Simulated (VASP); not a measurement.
Wanted: the native input for a VASP 6.6.1 run.

```
Task                   : single point
Functional             : PBE
Potentials or basis    : VASP PAW PBE potentials, release 64 (Mo_sv)
Cutoff                 : 520 eV
k mesh                 : 14 × 14 × 14
Occupations            : gaussian, width 0.01 eV
Spin                   : no spin polarisation
Dipole correction      : no
Further INCAR settings : ALGO = Normal; EDIFF = 1e-07; NBANDS = 13
```

The structure of Mo lies in POSCAR:

```
Mo
1.0
   -1.5813793950      1.5813793950      1.5813793950
    1.5813793950     -1.5813793950      1.5813793950
    1.5813793950      1.5813793950     -1.5813793950
Mo
1
Direct
    0.0000000000      0.0000000000      0.0000000000
```

These files were run (other wordings do the same):

INCAR

```
SYSTEM = Mo
ALGO = Normal
EDIFF = 1E-7
ENCUT = 520
GGA = PE
ISIF = 2
ISMEAR = 0
LASPH = .True.
LCHARG = .False.
LREAL = .False.
LWAVE = .False.
NBANDS = 13
NELM = 100
PREC = Accurate
SIGMA = 0.01
```

KPOINTS

```
k-points
0
Gamma
  14 14 14
  0 0 0
```

Potentials or basis: VASP PAW PBE potentials, release 64 (Mo_sv).

The run is started by

```console
$ cat potpaw_PBE.64/Mo_sv/POTCAR > POTCAR
$ mpirun -np 1 vasp_std > vasp.out
```

It gave:

```yaml
Pressure: 0.7 GPa
Band_gap_on_the_k_mesh: zero (band 7 reaches 16.30 eV, above the bottom of band 8 at 11.05 eV)
```

Wall time 11 s on 1 thread of Intel Xeon 6975P-C (shared host), peak memory 0.14 GiB.
